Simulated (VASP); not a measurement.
# Ge (P6_3/mmc) in VASP: further runs, part 3 of 3

VASP 6.6.1.

## Step 6: Single point, PBE

This run uses another cell than the first one, of the same volume but with other edges.

Input file INCAR:

```
PREC = Accurate
ENCUT = 520
EDIFF = 1E-6
ISMEAR = 0
SIGMA = 0.15
LREAL = False
LASPH = True
NELM = 80
ALGO = Fast
ISIF = 2
LWAVE = False
LCHARG = True
GGA = PE
LELF = True
LVHAR = True
NBANDS = 66
```

Input file KPOINTS:

```
regular mesh
0
Gamma
  15 15 4
```

Input file POSCAR:

```
Ge
1.0
    4.0933312841      0.0000000000      0.0000000000
   -2.0466656421      3.5449288781      0.0000000000
    0.0000000000      0.0000000000     13.1580134127
Ge
8
Direct
    0.0000000000      0.0000000000      0.4067747625
    0.0000000000      0.0000000000      0.5932252375
    0.0000000000      0.0000000000      0.9067747625
    0.0000000000      0.0000000000      0.0932252375
    0.3333333333      0.6666666667      0.3442031336
    0.6666666667      0.3333333333      0.6557968664
    0.6666666667      0.3333333333      0.8442031336
    0.3333333333      0.6666666667      0.1557968664
```

Potentials or basis: VASP PAW PBE potentials, release 64 (Ge_d).

Started as:

```sh
cat potpaw_PBE.64/Ge_d/POTCAR > POTCAR
mpirun -np 1 vasp_std > vasp.out
```

OUTCAR:

```text
PREC = Accurate
   ENCUT = 520
   EDIFF = 1E-6
   ISMEAR = 0
   LREAL = False
   LASPH = True
   NELM = 80
   ISIF = 2
   GGA = PE

 ion  position               nearest neighbor table
   1  0.000  0.000  0.407-   2 2.45   5 2.50   5 2.50   5 2.50
   2  0.000  0.000  0.593-   1 2.45   6 2.50   6 2.50   6 2.50
   3  0.000  0.000  0.907-   4 2.45   7 2.50   7 2.50   7 2.50
   4  0.000  0.000  0.093-   3 2.45   8 2.50   8 2.50   8 2.50
[... 1874 lines left out ...]
  -------------------------------------------------------------------------------------
  Total       -1.3124233     -1.3124233      2.5127059      0.0000000      0.0000000      0.0000000
  in kB      -11.0131044    -11.0131044     21.0851892      0.0000000      0.0000000      0.0000000
  external PRESSURE =      -0.3136732 kB  Pullay stress =       0.0000000 kB

 VOLUME and BASIS-vectors are now :
 -----------------------------------------------------------------------------
  energy-cutoff  :      520.00
  volume of cell :      190.93
      direct lattice vectors                 reciprocal lattice vectors
     4.093331284  0.000000000  0.000000000     0.244299797  0.141046553  0.000000000
    -2.046665642  3.544928878  0.000000000     0.000000000  0.282093107  0.000000000
     0.000000000  0.000000000 13.158013413     0.000000000  0.000000000  0.075999315

 POSITION                                       TOTAL-FORCE (eV/Angst)
 -----------------------------------------------------------------------------------
      0.00000      0.00000      5.35235        -0.000000     -0.000000     -0.176730
      0.00000      0.00000      7.80567         0.000000      0.000000      0.176730
      0.00000      0.00000     11.93135         0.000000     -0.000000     -0.176730
      0.00000      0.00000      1.22666        -0.000000      0.000000      0.176730
     -0.00000      2.36329      4.52903         0.000000     -0.000000      0.179514
      2.04667      1.18164      8.62898         0.000000      0.000000     -0.179514
      2.04667      1.18164     11.10804         0.000000     -0.000000      0.179514
     -0.00000      2.36329      2.04998        -0.000000      0.000000     -0.179514
 -----------------------------------------------------------------------------------
    total drift:                               -0.000000      0.000000      0.000000

  FREE ENERGIE OF THE ION-ELECTRON SYSTEM (eV)
  ---------------------------------------------------
  free  energy   TOTEN  =       -36.0561375308 eV

  energy  without entropy=      -36.0540364062  energy(sigma->0) =      -36.05508697
```

OSZICAR:

```text
N       E                     dE             d eps       ncg     rms          rms(c)
DAV:   1     0.139629201217E+04    0.13963E+04   -0.51623E+04 12358   0.461E+03
DAV:   2     0.244715396501E+03   -0.11516E+04   -0.11203E+04 10692   0.112E+03
DAV:   3    -0.100549986502E+02   -0.25477E+03   -0.24384E+03 11092   0.270E+02
DAV:   4    -0.353561900517E+02   -0.25301E+02   -0.24529E+02 12302   0.901E+01
DAV:   5    -0.363206515776E+02   -0.96446E+00   -0.95502E+00 12002   0.192E+01    0.607E+00
RMM:   6    -0.361447225233E+02    0.17593E+00   -0.29067E-01 12850   0.329E+00    0.360E+00
RMM:   7    -0.360428524638E+02    0.10187E+00   -0.25579E-01 13150   0.285E+00    0.273E-01
RMM:   8    -0.360532989539E+02   -0.10446E-01   -0.54525E-02 14994   0.132E+00    0.181E-01
RMM:   9    -0.360556546850E+02   -0.23557E-02   -0.11757E-02 16660   0.511E-01    0.153E-01
RMM:  10    -0.360561323808E+02   -0.47770E-03   -0.13270E-03 13727   0.168E-01    0.551E-02
RMM:  11    -0.360561196679E+02    0.12713E-04   -0.56134E-04 13782   0.152E-01    0.167E-02
RMM:  12    -0.360561315554E+02   -0.11888E-04   -0.10851E-04 15999   0.478E-02    0.164E-02
RMM:  13    -0.360561357519E+02   -0.41965E-05   -0.19285E-05 11118   0.187E-02    0.650E-03
RMM:  14    -0.360561375855E+02   -0.18336E-05   -0.71330E-06 10098   0.182E-02    0.100E-02
RMM:  15    -0.360561375308E+02    0.54741E-07   -0.17156E-06  8596   0.644E-03
   1 F= -.36056138E+02 E0= -.36055087E+02  d E =-.210112E-02
```

stdout:

```text
POSCAR found type information on POSCAR Ge
 POSCAR found :  1 types and       8 ions
 scaLAPACK will be used
 LDA part: xc-table for (Slater+PW92), standard interpolation
 POSCAR, INCAR and KPOINTS ok, starting setup
 FFT: planning ... GRIDC
 FFT: planning ... GRID_SOFT
 FFT: planning ... GRID
 WAVECAR not read
 entering main loop
WARNING in EDDRMM: call to ZHEGV failed, returncode =   8  4     50
WARNING in EDDRMM: call to ZHEGV failed, returncode =   6  3     56
WARNING in EDDRMM: call to ZHEGV failed, returncode =   6  3     56
WARNING in EDDRMM: call to ZHEGV failed, returncode =   8  4     61
WARNING in EDDRMM: call to ZHEGV failed, returncode =   6  3     56
WARNING in EDDRMM: call to ZHEGV failed, returncode =   8  4     61
WARNING in EDDRMM: call to ZHEGV failed, returncode =   6  3     55
WARNING in EDDRMM: call to ZHEGV failed, returncode =   8  4     58
WARNING in EDDRMM: call to ZHEGV failed, returncode =   6  3     55
WARNING in EDDRMM: call to ZHEGV failed, returncode =   6  3     55
WARNING in EDDRMM: call to ZHEGV failed, returncode =   8  4     59
```

It took 30 min on 1 thread of Oxide Virtual Turin-like, shared host; peak memory 0.71 GiB.

What came out:

```
Free energy            : -36.0561 eV
Pressure               : 0.0 GPa
Largest force          : 0.180 eV/Å
Band gap on the k mesh : zero (bands 56 and 57 overlap by 0.05 eV)
```

Forces on the atoms (eV/Å):
```
Ge   0.000  0.000 -0.177
Ge   0.000  0.000  0.177
Ge   0.000  0.000 -0.177
Ge   0.000  0.000  0.177
Ge   0.000  0.000  0.180
Ge   0.000  0.000 -0.180
Ge   0.000  0.000  0.180
Ge   0.000  0.000 -0.180
```

Levels at points of the mesh, in eV from the Fermi level:
| k point | band 53 | band 54 | band 55 | band 56 | band 57 | band 58 | band 59 | band 60 |
| --- | --- | --- | --- | --- | --- | --- | --- | --- |
| (0.00, 0.00, 0.00) | -0.86 | -0.42 | -0.28 | -0.05 | 0.04 | 0.04 | 0.25 | 0.56 |
| (0.00, 0.00, 0.50) | -0.31 | -0.31 | -0.31 | -0.31 | -0.10 | -0.10 | 0.87 | 0.87 |

Caveat: semilocal functionals underestimate gaps, so a narrow gap can read as zero.

## Step 7: Summary

| cell | further INCAR settings | gap on the mesh (eV) | pressure (GPa) | largest force (eV/Å) |
| --- | --- | --- | --- | --- |
| a = 4.180, b = 4.180, c = 12.615 Å, angles 90.0, 90.0, 120.0°, 8 atoms, atomic positions A | ALGO = Fast; EDIFF = 1e-07; NBANDS = 66 | none | 0.6 | 1.41 |
| a = 4.066, b = 4.066, c = 13.336 Å, angles 90.0, 90.0, 120.0°, 8 atoms, atomic positions A | ALGO = Fast; EDIFF = 1e-07; NBANDS = 66 | none | 1.0 | 1.72 |
| a = 4.039, b = 4.039, c = 13.514 Å, angles 90.0, 90.0, 120.0°, 8 atoms, atomic positions B | ALGO = Fast; EDIFF = 1e-07; NBANDS = 66 | none | 0.5 | 1.12 |
| a = 4.122, b = 4.122, c = 12.978 Å, angles 90.0, 90.0, 120.0°, 8 atoms, atomic positions C | ALGO = Fast; EDIFF = 1e-06; NBANDS = 66 | none | 1.0 | 2.28 |
| a = 4.093, b = 4.093, c = 13.158 Å, angles 90.0, 90.0, 120.0°, 8 atoms, atomic positions D | ALGO = Fast; EDIFF = 1e-06; NBANDS = 66 | none | 0.0 | 0.18 |

Alike in all rows: task single point; level PBE; potentials or basis VASP PAW PBE potentials, release 64 (Ge_d); no spin polarisation; k mesh 15 × 15 × 4; cutoff (eV) 520; smearing gaussian 0.15 eV.

Caveats: semilocal functionals underestimate gaps, so a narrow gap can read as zero; forces of over 1 eV/Å act on the atoms, so gaps and moduli don't describe the material at rest (at least some runs).

Absolute energies hang on the potentials; compare differences alone.
